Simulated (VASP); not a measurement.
Here is a VASP 6.6.1 calculation.

File INCAR:

```
ALGO     = Normal         # electronic algorithm
EDIFF    = 1E-7           # SCF threshold, eV
ENCUT    = 520            # plane-wave cutoff, eV
GGA      = PS             # functional
GGA_COMPAT= F            
ISIF     = 2              # what is computed and relaxed
ISMEAR   = -1             # smearing method
LASPH    = T              # aspherical terms in the spheres
LCHARG   = F              # write CHGCAR
LNONCOLLINEAR= T              # non-collinear magnetism
LORBIT   = 11             # projections on sites
LORBMOM  = T            
LREAL    = F              # projectors in reciprocal space
LSORBIT  = T              # spin-orbit coupling
LWAVE    = F              # write WAVECAR
MAGMOM   = 0 0 0 0 0 0 0 0 0 0 0 0 # initial moments
NBANDS   = 62             # bands
NELM     = 150            # most SCF steps
PREC     = Accurate       # precision mode
SIGMA    = 0.05           # smearing width, eV
```

Contents of KPOINTS:

```
k-points
0
Gamma
  4 4 4
```

Contents of POSCAR:

```
Sn3Te
1.0
    4.8656220000      0.0000000000      0.0000000000
    0.0000000000      4.8656220000      0.0000000000
    0.0000000000      0.0000000000      4.8656220000
Te Sn
1 3
Direct
    0.0000000000      0.0000000000      0.0000000000
    0.0000000000      0.5000000000      0.5000000000
    0.5000000000      0.0000000000      0.5000000000
    0.5000000000      0.5000000000      0.0000000000
```

Potentials or basis: VASP PAW PBE potentials, release 64 (Te, Sn_d).

Run with:

```bash
$ cat potpaw_PBE.64/Te/POTCAR potpaw_PBE.64/Sn_d/POTCAR > POTCAR
$ mpirun -np 1 vasp_ncl > vasp.out
```

Q: What does it give for the net moment?

A: 0.00 μB per cell.

Q: Predict the pressure.

A: -2.7 GPa.

Moments on the atoms (μB; x, y, z):
```
Te  0.00 0.00 0.00
Sn  0.00 0.00 0.00
Sn  0.00 0.00 0.00
Sn  0.00 0.00 0.00
```

Caveat: the PAW data sets were made with another functional, which shifts forces and pressure a little.
